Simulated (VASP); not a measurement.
**Mn: relaxation of cell and atoms with r2SCAN**

The system is Mn.

```
Mn
1.0
     1.27847    0.73813    1.96431
    -1.27847    0.73813    1.96431
     0.00000   -1.47625    1.96431
Mn
1
Direct
  0.50000 0.50000 0.50000
```

```json
{"Program": "VASP 6.6.1", "Task": "relaxation of cell and atoms", "Functional": "r2SCAN", "Potentials or basis": "VASP PAW PBE potentials, release 64 (Mn_pv)", "Cutoff": "600 eV", "k mesh": "9 × 9 × 9", "Occupations": "gaussian, width 0.1 eV", "Spin": "collinear spin, ferromagnetic start", "Starting moments": "[1.49] μB", "Dipole correction": "no", "Further INCAR settings": "ALGO = Normal; EDIFF = 1e-07; IBRION = 2; EDIFFG = -0.04; NSW = 90; ISIF = 3"}
```

* Relaxed volume: 10.46 Å³/atom
* Relaxed cell: a = 2.455 Å, b = 2.455 Å, c = 2.455 Å, α = 60.00°, β = 60.00°, γ = 60.00°
* Space group after relaxing (to 0.05 Å): Fm-3m (No. 225)
* Energy gained by relaxing: 62.2 meV/atom
* Ionic steps: 9
* Pressure after relaxing: -0.1 GPa
* Net moment: 0.00 μB per cell
* Valence electrons inside the program's atomic spheres: Mn 12.06

The path:
```
step  energy change (eV)  largest force (eV/Å)  pressure (GPa)  volume (Å³)
   1              0.0000                0.0000          -15.48        11.12
   2              0.0438                0.0000           37.48         9.47
   3             -0.0512                0.0000            2.78        10.38
   4             -0.0513                0.0000            3.42        10.35
   5             -0.0607                0.0000            0.79        10.43
   6             -0.0620                0.0000            1.30        10.41
   7             -0.0620                0.0000            1.22        10.41
   8             -0.0619                0.0000           -1.61        10.51
   9             -0.0622                0.0000           -0.15        10.46
```

Final structure:
```cif
data_structure
_symmetry_space_group_name_H-M 'P 1'
_symmetry_Int_Tables_number 1
_cell_length_a 2.4547
_cell_length_b 2.4547
_cell_length_c 2.4547
_cell_angle_alpha 60.002
_cell_angle_beta 60.002
_cell_angle_gamma 60.002
_cell_volume 10.46
loop_
_atom_site_label
_atom_site_type_symbol
_atom_site_fract_x
_atom_site_fract_y
_atom_site_fract_z
_atom_site_occupancy
Mn1 Mn 0.50000 0.50000 0.50000 1
```

Levels at points of the mesh, in eV from the Fermi level:
Spin up:
| k point | band 5 | band 6 | band 7 | band 8 | band 9 | band 10 |
| --- | --- | --- | --- | --- | --- | --- |
| (0.00, 0.00, 0.00) | -1.30 | -1.30 | -1.30 | 0.69 | 0.69 | 22.19 |
Spin down:
| k point | band 3 | band 4 | band 5 | band 6 | band 7 | band 8 | band 9 | band 10 | band 11 |
| --- | --- | --- | --- | --- | --- | --- | --- | --- | --- |
| (0.00, 0.00, 0.00) | -49.43 | -9.00 | -1.30 | -1.30 | -1.30 | 0.69 | 0.69 | 22.19 | 28.73 |

Wall time 6.5 min on 1 thread of Intel(R) Xeon(R) 6975P-C (Granite Rapids), with other jobs on the host, peak memory 0.16 GiB.

Caveat: the PAW data sets were made with another functional, which shifts forces and pressure a little.
